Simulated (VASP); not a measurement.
# BN in VASP: notebook, part 2 of 2

VASP 6.6.1. The steps go on from the part before.

## 4. Single point, PBE+D3(BJ)

Contents of INCAR:

```
ALGO     = Normal         # electronic algorithm
DIPOL    = 0.5 0.5 0.500
EDIFF    = 1E-6           # SCF threshold, eV
ENCUT    = 520            # plane-wave cutoff, eV
GGA      = PE             # functional
IDIPOL   = 3            
ISIF     = 2              # what is computed and relaxed
ISMEAR   = 0              # smearing method
IVDW     = 12             # dispersion correction
LASPH    = T              # aspherical terms in the spheres
LCHARG   = F              # write CHGCAR
LDIPOL   = T            
LREAL    = F              # projectors in reciprocal space
LWAVE    = F              # write WAVECAR
NBANDS   = 11             # bands
NELM     = 60             # most SCF steps
PREC     = Accurate       # precision mode
SIGMA    = 0.02           # smearing width, eV
```

Contents of KPOINTS:

```
k-points
0
Gamma
  12 12 1
```

Contents of POSCAR:

```
BN
1.0
    2.5450000000      0.0000000000      0.0000000000
   -1.2725000000      2.2040346526      0.0000000000
    0.0000000000      0.0000000000     26.0000000000
B N
1 1
Direct
    0.0000000000      0.0000000000      0.5192307692
    0.6666666667      0.3333333333      0.4807692308
```

Potentials or basis: VASP PAW PBE potentials, release 64 (B, N).

The run is started by

```console
cat potpaw_PBE.64/B/POTCAR potpaw_PBE.64/N/POTCAR > POTCAR
mpirun -np 1 vasp_std > vasp.out
```

OUTCAR:

```text
EDIFF = 1E-6
   ENCUT = 520
   GGA = PE
   ISIF = 2
   ISMEAR = 0
   IVDW = 12
   LASPH = T
   LREAL = F
   NELM = 60
   PREC = Accurate
 IVDW          = 12

 ion  position               nearest neighbor table
   1  0.000  0.000  0.519-   2 1.78   2 1.78   2 1.78
   2  0.667  0.333  0.481-   1 1.78   1 1.78   1 1.78

  LATTYP: Found a hexagonal cell.
 ALAT       =     2.5450000000
 C/A-ratio  =    10.2161100196

  Lattice vectors:

 A1 = (   2.5450000000,   0.0000000000,   0.0000000000)
[... 450 lines left out ...]

 Edisp (eV)   -0.14953

 E8    (eV) :    -0.0478

  FORCE on cell =-STRESS in cart. coord.  units (eV):
  Direction    XX          YY          ZZ          XY          YZ          ZX
  --------------------------------------------------------------------------------------
  -------------------------------------------------------------------------------------
  Total      -2.50392    -2.50392    -8.10183     0.00000     0.00000    -0.00000
  in kB     -27.50758   -27.50758   -89.00497     0.00000     0.00000    -0.00000
  external pressure =      -48.01 kB  Pullay stress =        0.00 kB

 VOLUME and BASIS-vectors are now :
 -----------------------------------------------------------------------------
  energy-cutoff  :      520.00
  volume of cell :      145.84
      direct lattice vectors                 reciprocal lattice vectors
     2.545000000  0.000000000  0.000000000     0.392927308  0.226856687  0.000000000
    -1.272500000  2.204034653  0.000000000     0.000000000  0.453713375  0.000000000
     0.000000000  0.000000000 26.000000000     0.000000000  0.000000000  0.038461538

 POSITION                                       TOTAL-FORCE (eV/Angst)
 -----------------------------------------------------------------------------------
      0.00000      0.00000     13.50000         0.000000      0.000000     -8.089212
      1.27250      0.73468     12.50000        -0.000000     -0.000000      8.089212
 -----------------------------------------------------------------------------------
    total drift:                               -0.000000      0.000000      0.000029

  FREE ENERGIE OF THE ION-ELECTRON SYSTEM (eV)
  ---------------------------------------------------
  free  energy   TOTEN  =       -11.4716047054 eV

  energy  without entropy=      -11.4704193471  energy(sigma->0) =      -11.47101203

 vacuum level on the upper side and lower side of the slab        -0.075         2.470
```

OSZICAR:

```text
N       E                     dE             d eps       ncg     rms          rms(c)
DAV:   1     0.549065411449E+02    0.54907E+02   -0.28925E+03   418   0.507E+02
DAV:   2    -0.652684123824E+01   -0.61433E+02   -0.50736E+02   669   0.940E+01
DAV:   3    -0.125338252023E+02   -0.60070E+01   -0.58603E+01   595   0.436E+01
[... 14 lines left out ...]
DAV:  18    -0.113220508556E+02   -0.15269E-04   -0.30190E-06   534   0.461E-03    0.180E-03
DAV:  19    -0.113220658106E+02   -0.14955E-04   -0.86893E-07   520   0.279E-03    0.709E-04
DAV:  20    -0.113220734697E+02   -0.76592E-05   -0.52816E-07   511   0.164E-03    0.340E-04
DAV:  21    -0.113220765629E+02   -0.30932E-05   -0.18084E-07   525   0.828E-04    0.138E-04
DAV:  22    -0.113220769118E+02   -0.34886E-06   -0.10396E-08   546   0.259E-04
   1 F= -.11471605E+02 E0= -.11471012E+02  d E =-.118536E-02
```

stdout:

```text
POSCAR found type information on POSCAR B N
 POSCAR found :  2 types and       2 ions
 scaLAPACK will be used
 LDA part: xc-table for (Slater+PW92), standard interpolation
 POSCAR, INCAR and KPOINTS ok, starting setup
 FFT: planning ... GRIDC
 FFT: planning ... GRID_SOFT
 FFT: planning ... GRID
 WAVECAR not read
 entering main loop
```

It took 35 s on 1 thread of AMD EPYC 7R13 (Zen 3), shared host; peak memory 0.23 GiB.

What came out:

```
Free energy                : -11.4716 eV
Largest force              : 8.089 eV/Å
Band gap on the k mesh     : zero (bands 4 and 5 overlap by 1.26 eV)
Dispersion energy per atom : -0.075 eV
```

Forces on the atoms (eV/Å):
```
B    0.000  0.000 -8.089
N    0.000  0.000  8.089
```

Levels at points of the mesh, in eV from the Fermi level:
```
           k point  band 2  band 3  band 4  band 5  band 6  band 7
(0.00, 0.00, 0.00)   -6.65   -0.85    1.25    1.25    4.26    5.11
(0.50, 0.00, 0.00)   -7.27   -2.66   -0.97    0.29    4.56    8.88
```

## 5. The runs side by side

| cell | gap on the mesh (eV) | largest force (eV/Å) |
| --- | --- | --- |
| as given, atomic positions A | 3.09 | 6.20 |
| as given, atomic positions B | 0.03 | 9.86 |
| as given, atomic positions C | none | 8.09 |

Alike in all rows: task single point; level PBE+D3(BJ); potentials or basis VASP PAW PBE potentials, release 64 (B, N); no spin polarisation; k mesh 12 × 12 × 1; cutoff (eV) 520; smearing gaussian 0.02 eV.

Absolute energies hang on the potentials; compare differences alone.
